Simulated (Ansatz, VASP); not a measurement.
# CsAs3: VASP beside Ansatz

File INCAR:

```
SYSTEM = CsAs3
ALGO     = Fast           ! electronic algorithm
EDIFF    = 1E-7           ! SCF threshold, eV
EDIFFG   = -0.01          ! ionic threshold
ENCUT    = 600            ! plane-wave cutoff, eV
GGA      = PE             ! functional
IBRION   = 2              ! ionic algorithm
ISIF     = 3              ! what is computed and relaxed
ISMEAR   = 0              ! smearing method
LASPH    = .True.         ! aspherical terms in the spheres
LCHARG   = .False.        ! write CHGCAR
LREAL    = .False.        ! projectors in reciprocal space
LWAVE    = .False.        ! write WAVECAR
NELM     = 80             ! most SCF steps
NSW      = 100            ! ionic steps
PREC     = Accurate       ! precision mode
SIGMA    = 0.1            ! smearing width, eV
```

Contents of KPOINTS:

```
k-points
0
Gamma
  12 12 12
  0 0 0
```

The input POSCAR:

```
CsAs3
1.0
    0.0000000000      3.7493262409      3.7493262409
    3.7493262409      0.0000000000      3.7493262409
    3.7493262409      3.7493262409      0.0000000000
Cs As
1 3
Direct
    0.0000000000      0.0000000000      0.0000000000
    0.2500000000      0.2500000000      0.2500000000
    0.7500000000      0.7500000000      0.7500000000
    0.5000000000      0.5000000000      0.5000000000
```

Input for Ansatz:

```yaml
crystal:
  lattice:
    - [0.0, 3.7493262409, 3.7493262409]
    - [3.7493262409, 0.0, 3.7493262409]
    - [3.7493262409, 3.7493262409, 0.0]
  atoms:
    - { symbol: Cs, position: [0.0, 0.0, 0.0] }
    - { symbol: As, position: [0.25, 0.25, 0.25] }
    - { symbol: As, position: [0.75, 0.75, 0.75] }
    - { symbol: As, position: [0.5, 0.5, 0.5] }
basis:
  ecutwfc: 420
kpoints:
  mp_grid: { grid: [12, 12, 12] }
hamiltonian:
  xc: pbe
scf:
  occupations: { method: gaussian, width: 0.1 }
output:
  forces: true
  stress: true
  eigenvalues: true
  write_density: true
  write_potential: true
  elf: true
  volumetric_format: npy
relax:
  adjacent_minimum: "off"
  f_tol: 0.01
  max_steps: 80
  cell: { stress_tol: 0.05 }
```

Change from the starting cell: species swapped into the PrCd3 type (Fm-3m, No. 225).

Alike in both runs: task relaxation of cell and atoms; functional PBE; k mesh 12 × 12 × 12; occupations gaussian, width 0.1 eV; no spin polarisation.

|  | VASP | Ansatz |
| --- | --- | --- |
| version | VASP 6.6.1 | Ansatz 0.2.0 |
| potentials or method | VASP PAW PBE potentials, release 64 (Cs_sv, As), cutoff 600 eV | scalar-relativistic, plane waves, PAW |
| valence electrons in the cell | 24 | 54 |

```tsv
	VASP	Ansatz	Ansatz less VASP
gap on the k mesh at the Fermi level, each at its own relaxed structure (eV)	none	none	-
relaxed volume (Å³/atom)	26.50	26.39	-0.118
relaxed length of the cell vector where the two differ most in proportion (Å)	5.313	5.305	-0.0079
```

A gap of «none» marks a metal or a gap that the smearing closes. VASP's potentials hold 24 valence electrons a cell and Ansatz's 54, so a difference there can come from the potentials and not from the codes.

Spin-orbit coupling is off throughout.
